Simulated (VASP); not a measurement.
# Cs (I4/mmm) in VASP: notebook, part 2 of 2

VASP 6.6.1. The steps go on from the part before.

## (4) Single point, PBE (strain -0.080 along x and y, +0.080 along z)

INCAR

```
PREC = Accurate
ENCUT = 520
EDIFF = 1E-6
ISMEAR = 0
SIGMA = 0.15
LREAL = F
LASPH = T
NELM = 60
ALGO = Fast
ISIF = 2
LWAVE = F
LCHARG = F
GGA = PE
NBANDS = 10
```

KPOINTS

```
regular mesh
0
Gamma
  12 12 12
```

POSCAR

```
Cs
1.0
   -2.7807000000      2.7807000000      3.2643000000
    2.7807000000     -2.7807000000      3.2643000000
    2.7807000000      2.7807000000     -3.2643000000
Cs
1
Direct
    0.0000000000      0.0000000000      0.0000000000
```

Potentials or basis: VASP PAW PBE potentials, release 64 (Cs_sv).

Launch:

```
cat potpaw_PBE.64/Cs_sv/POTCAR > POTCAR
mpirun -np 1 vasp_std > vasp.out
```

OUTCAR:

```text
PREC = Accurate
   ENCUT = 520
   EDIFF = 1E-6
   ISMEAR = 0
   LREAL = F
   LASPH = T
   NELM = 60
   ISIF = 2
   GGA = PE

 ion  position               nearest neighbor table
   1  0.000  0.000  0.000-

  LATTYP: Found a body centered tetragonal cell.
 ALAT       =     5.5614000000
 C/A-ratio  =     1.1739130435

  Lattice vectors:

 A1 = (  -2.7807000000,   2.7807000000,   3.2643000000)
 A2 = (   2.7807000000,  -2.7807000000,   3.2643000000)
[... 493 lines left out ...]
     10       5.0512      0.00000

 [... further k-points ...]

------------------------ aborting loop because EDIFF is reached ----------------------------------------

  FORCE on cell =-STRESS in cart. coord.  units (eV):
  Direction    XX          YY          ZZ          XY          YZ          ZX
  --------------------------------------------------------------------------------------
  -------------------------------------------------------------------------------------
  Total        0.2267317      0.2267317      0.2241707      0.0000000     -0.0000000      0.0000000
  in kB        3.5980278      3.5980278      3.5573869      0.0000000     -0.0000000      0.0000000
  external PRESSURE =       3.5844809 kB  Pullay stress =       0.0000000 kB

 VOLUME and BASIS-vectors are now :
 -----------------------------------------------------------------------------
  energy-cutoff  :      520.00
  volume of cell :      100.96
      direct lattice vectors                 reciprocal lattice vectors
    -2.780700000  2.780700000  3.264300000     0.000000000  0.179810839  0.153172196
     2.780700000 -2.780700000  3.264300000     0.179810839  0.000000000  0.153172196
     2.780700000  2.780700000 -3.264300000     0.179810839  0.179810839  0.000000000

 POSITION                                       TOTAL-FORCE (eV/Angst)
 -----------------------------------------------------------------------------------
      0.00000      0.00000      0.00000         0.000000      0.000000      0.000000
 -----------------------------------------------------------------------------------
    total drift:                                0.000000      0.000000     -0.000000

  FREE ENERGIE OF THE ION-ELECTRON SYSTEM (eV)
  ---------------------------------------------------
  free  energy   TOTEN  =        -0.8400344487 eV

  energy  without entropy=       -0.8244725404  energy(sigma->0) =       -0.83225349
```

OSZICAR:

```text
N       E                     dE             d eps       ncg     rms          rms(c)
DAV:   1     0.513981422143E+02    0.51398E+02   -0.30041E+03  3260   0.636E+02
DAV:   2     0.407815538503E+01   -0.47320E+02   -0.46225E+02  4156   0.109E+02
DAV:   3    -0.775974098290E+00   -0.48541E+01   -0.48472E+01  3760   0.406E+01
DAV:   4    -0.839617664145E+00   -0.63644E-01   -0.63629E-01  4268   0.557E+00
DAV:   5    -0.839899595000E+00   -0.28193E-03   -0.28192E-03  4256   0.337E-01    0.140E-01
RMM:   6    -0.839518251645E+00    0.38134E-03   -0.13643E-03  3455   0.188E-01    0.905E-02
RMM:   7    -0.839937144291E+00   -0.41889E-03   -0.38904E-03  3561   0.311E-01    0.421E-02
RMM:   8    -0.840034783295E+00   -0.97639E-04   -0.17291E-04  4222   0.842E-02    0.777E-03
RMM:   9    -0.840034773536E+00    0.97591E-08   -0.41107E-05  4606   0.326E-02    0.226E-03
RMM:  10    -0.840034448690E+00    0.32485E-06   -0.53100E-06  4593   0.136E-02
   1 F= -.84003445E+00 E0= -.83225349E+00  d E =-.155619E-01
```

Run time: 3.3 min. Hardware: 1 thread of AMD EPYC 7R43 (Zen 3), shared host; peak memory 0.3 GiB.

What came out:

```
Free energy : -0.8400 eV
Pressure    : 0.4 GPa
```

Caveat: the cell differs from its parent crystal (strain -0.080 along x and y, +0.080 along z); spin-orbit coupling is left out, which moves the levels of the heavy elements.

## (5) Single point, PBE (strain +0.000 along x and y, -0.080 along z)

INCAR

```
  PREC = Accurate
  ENCUT = 520
  EDIFF = 1E-7
  ISMEAR = 0
  SIGMA = 0.15
  LREAL = False
  LASPH = True
  NELM = 100
  ALGO = Fast
  ISIF = 2
  LWAVE = False
  LCHARG = False
  GGA = PE
  NBANDS = 10
```

KPOINTS is that of step 4.

POSCAR

```
Cs
1.0
   -3.0225000000      3.0225000000      2.7807000000
    3.0225000000     -3.0225000000      2.7807000000
    3.0225000000      3.0225000000     -2.7807000000
Cs
1
Direct
    0.0000000000      0.0000000000      0.0000000000
```

Potentials or basis: VASP PAW PBE potentials, release 64 (Cs_sv).

Launch:

```
cat potpaw_PBE.64/Cs_sv/POTCAR > POTCAR
mpirun -np 1 vasp_std > vasp.out
```

OUTCAR:

```text
PREC = Accurate
   ENCUT = 520
   EDIFF = 1E-7
   ISMEAR = 0
   LREAL = False
   LASPH = True
   NELM = 100
   ISIF = 2
   GGA = PE

 ion  position               nearest neighbor table
   1  0.000  0.000  0.000-

  LATTYP: Found a body centered tetragonal cell.
 ALAT       =     6.0450000000
 C/A-ratio  =     0.9200000000

  Lattice vectors:

 A1 = (  -3.0225000000,   3.0225000000,   2.7807000000)
 A2 = (   3.0225000000,  -3.0225000000,   2.7807000000)
 A3 = (   3.0225000000,   3.0225000000,  -2.7807000000)

Analysis of symmetry for initial positions (statically):
=====================================================================
 Subroutine PRICEL returns:
 Original cell was already a primitive cell.

 Routine SETGRP: Setting up the symmetry group for a
 body centered tetragonal supercell.

 Subroutine GETGRP returns: Found 16 space group operations
 (whereof 16 operations were pure point group operations)
 out of a pool of 16 trial point group operations.

The static configuration has the point symmetry D_4h.

Analysis of symmetry for dynamics (positions and initial velocities):
[... 166 lines left out ...]
 k-point     1 :       0.0000    0.0000    0.0000
  band No.  band energies     occupation
      1     -23.0133      2.00000
      2      -9.7329      2.00000
      3      -9.7329      2.00000
      4      -9.7311      2.00000
      5      -1.0197      2.00000
      6       3.1023      0.00000
      7       3.5040      0.00000
      8       3.5040      0.00000
      9       4.0103      0.00000
     10       4.5751      0.00000
[... 287 lines left out ...]
 k-point    24 :      -0.4167    0.1667    0.0000
  band No.  band energies     occupation
      1     -23.0032      2.00000
      2      -9.8879      2.00000
      3      -9.7954      2.00000
      4      -9.7482      2.00000
      5       0.3642      1.99993
      6       2.1370      0.00000
      7       2.4251      0.00000
      8       4.1023      0.00000
      9       4.4832      0.00000
     10       4.9121      0.00000

 [... further k-points ...]

------------------------ aborting loop because EDIFF is reached ----------------------------------------

  FORCE on cell =-STRESS in cart. coord.  units (eV):
  Direction    XX          YY          ZZ          XY          YZ          ZX
  --------------------------------------------------------------------------------------
  -------------------------------------------------------------------------------------
  Total        0.2037970      0.2037970      0.2486884      0.0000000      0.0000000      0.0000000
  in kB        3.2133760      3.2133760      3.9212034      0.0000000      0.0000000      0.0000000
  external PRESSURE =       3.4493184 kB  Pullay stress =       0.0000000 kB

 VOLUME and BASIS-vectors are now :
 -----------------------------------------------------------------------------
  energy-cutoff  :      520.00
  volume of cell :      101.61
      direct lattice vectors                 reciprocal lattice vectors
    -3.022500000  3.022500000  2.780700000     0.000000000  0.165425972  0.179810839
     3.022500000 -3.022500000  2.780700000     0.165425972  0.000000000  0.179810839
     3.022500000  3.022500000 -2.780700000     0.165425972  0.165425972  0.000000000

 POSITION                                       TOTAL-FORCE (eV/Angst)
 -----------------------------------------------------------------------------------
      0.00000      0.00000      0.00000        -0.000000      0.000000      0.000000
 -----------------------------------------------------------------------------------
    total drift:                                0.000000      0.000000      0.000000

  FREE ENERGIE OF THE ION-ELECTRON SYSTEM (eV)
  ---------------------------------------------------
  free  energy   TOTEN  =        -0.8411778057 eV

  energy  without entropy=       -0.8250781135  energy(sigma->0) =       -0.83312796
```

OSZICAR:

```text
N       E                     dE             d eps       ncg     rms          rms(c)
DAV:   1     0.512349552341E+02    0.51235E+02   -0.29718E+03  3260   0.632E+02
DAV:   2     0.398632989219E+01   -0.47249E+02   -0.46121E+02  4224   0.109E+02
DAV:   3    -0.777606347265E+00   -0.47639E+01   -0.47567E+01  3762   0.400E+01
DAV:   4    -0.840647703816E+00   -0.63041E-01   -0.63028E-01  4188   0.547E+00
DAV:   5    -0.840925549579E+00   -0.27785E-03   -0.27784E-03  4410   0.335E-01    0.139E-01
RMM:   6    -0.840608649311E+00    0.31690E-03   -0.13395E-03  3420   0.186E-01    0.908E-02
RMM:   7    -0.841078569556E+00   -0.46992E-03   -0.39160E-03  3514   0.312E-01    0.420E-02
RMM:   8    -0.841178119858E+00   -0.99550E-04   -0.17651E-04  4220   0.849E-02    0.788E-03
RMM:   9    -0.841177888597E+00    0.23126E-06   -0.42545E-05  4525   0.331E-02    0.209E-03
RMM:  10    -0.841177618471E+00    0.27013E-06   -0.53356E-06  4773   0.137E-02    0.875E-04
RMM:  11    -0.841177648279E+00   -0.29808E-07   -0.20126E-06  4909   0.607E-03    0.334E-04
RMM:  12    -0.841177819401E+00   -0.17112E-06   -0.35274E-07  4143   0.300E-03    0.194E-04
RMM:  13    -0.841177805743E+00    0.13658E-07   -0.56058E-08  3002   0.111E-03
   1 F= -.84117781E+00 E0= -.83312796E+00  d E =-.160997E-01
```

Wall time 4.1 min (1 thread of AMD EPYC 7R43 (Zen 3), shared host); peak memory 0.3 GiB.

Results:

```
Free energy : -0.8412 eV
Pressure    : 0.3 GPa
```

Levels at points of the mesh, in eV from the Fermi level:
```csv
k point,band 1,band 2,band 3,band 4,band 5,band 6,band 7,band 8,band 9,band 10
"(0.00, 0.00, 0.00)",-23.80,-10.52,-10.52,-10.52,-1.80,2.32,2.72,2.72,3.23,3.79
"(0.50, 0.00, 0.00)",-23.79,-10.72,-10.59,-10.53,0.01,1.10,1.50,3.44,4.27,4.55
"(0.50, 0.50, 0.00)",-23.79,-10.73,-10.57,-10.51,-0.08,0.89,1.91,3.11,3.84,4.76
"(0.50, 0.50, 0.50)",-23.78,-10.67,-10.67,-10.64,0.45,0.61,3.12,3.12,3.84,4.75
```

Caveat: the cell differs from its parent crystal (strain +0.000 along x and y, -0.080 along z); spin-orbit coupling is left out, which moves the levels of the heavy elements.

## (6) The runs side by side

```csv
cell,further INCAR settings,gap on the mesh (eV),pressure (GPa)
"a = 4.957 Å, angles 108.3, 108.3, 111.8°, 1 atom",ALGO = Fast; EDIFF = 1e-06; NBANDS = 10,none,0.6
"a = 5.034 Å, angles 112.9, 112.9, 102.7°, 1 atom",ALGO = Fast; EDIFF = 1e-06; NBANDS = 10,none,0.5
"a = 5.111 Å, angles 114.1, 114.1, 100.6°, 1 atom",ALGO = Fast; EDIFF = 1e-06; NBANDS = 10,none,0.4
"a = 5.099 Å, angles 107.3, 107.3, 113.9°, 1 atom",ALGO = Fast; EDIFF = 1e-07; NBANDS = 10,none,0.3
```

Alike in all rows: task single point; level PBE; potentials or basis VASP PAW PBE potentials, release 64 (Cs_sv); no spin polarisation; k mesh 12 × 12 × 12; cutoff (eV) 520; smearing gaussian 0.15 eV.

Caveats: spin-orbit coupling is left out, which moves the levels of the heavy elements.

Absolute energies hang on the potentials; compare differences alone.
